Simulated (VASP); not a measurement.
## K3HF4: single point with PBE

K3HF4:

```xyz
8
Lattice="-1.9070 2.9645 5.7678 1.9070 -2.9645 5.7678 1.9070 2.9645 -5.7678" Properties=species:S:1:pos:R:3 pbc="T T T"
K     0.0000    0.0000    5.7678
K     0.0000    2.9645    3.3303
K     1.9070    0.0000    2.4376
H     0.0000    0.0000    0.0000
F     1.9070   -1.7035    4.5350
F     0.0000    4.6680    1.2328
F     0.0000    1.2610    1.2328
F     1.9070    1.7035    4.5350
```

* Program: VASP 6.6.1
* Task: single point
* Functional: PBE
* Potentials or basis: VASP PAW PBE potentials, release 64 (K_sv, H, F)
* Cutoff: 520 eV
* k mesh: 4 × 4 × 4
* Occupations: gaussian, width 0.15 eV
* Spin: no spin polarisation
* Dipole correction: no
* Further INCAR settings: ALGO = Normal; EDIFF = 1e-07; NBANDS = 38

```
Pressure               : -0.1 GPa
Largest force          : 0.023 eV/Å
Band gap on the k mesh : 3.92 eV, direct
```

Forces on the atoms (eV/Å):
```
K    0.000  0.000  0.000
K    0.000  0.000  0.020
K    0.000  0.000 -0.020
H    0.000  0.000  0.000
F    0.000  0.016 -0.017
F    0.000 -0.016  0.017
F    0.000  0.016  0.017
F    0.000 -0.016 -0.017
```

Stress tensor (GPa, compression positive):
```
 0.02  0.00  0.00
 0.00 -0.17  0.00
 0.00  0.00 -0.04
```

Levels at points of the mesh, in eV from the valence-band top:
```csv
k point,band 26,band 27,band 28,band 29,band 30,band 31
"(0.00, 0.00, 0.00)",-0.40,-0.32,0.00,3.92,6.72,7.83
"(0.50, 0.00, 0.00)",-0.54,-0.54,-0.10,4.76,6.83,7.77
"(0.00, 0.50, 0.00)",-0.38,-0.35,-0.07,5.10,7.03,7.75
"(0.50, 0.50, 0.00)",-0.54,-0.33,-0.25,5.24,7.54,8.49
"(0.50, 0.50, 0.50)",-0.36,-0.35,-0.01,4.74,6.67,7.15
```

Wall time 80 s on 1 thread of Intel(R) Xeon(R) 6975P-C (Granite Rapids) (shared host), peak memory 0.37 GiB.

Caveat: the k points lie up to 0.49 Å⁻¹ apart. PBE gaps usually lie below the measured ones, often by a third to a half.
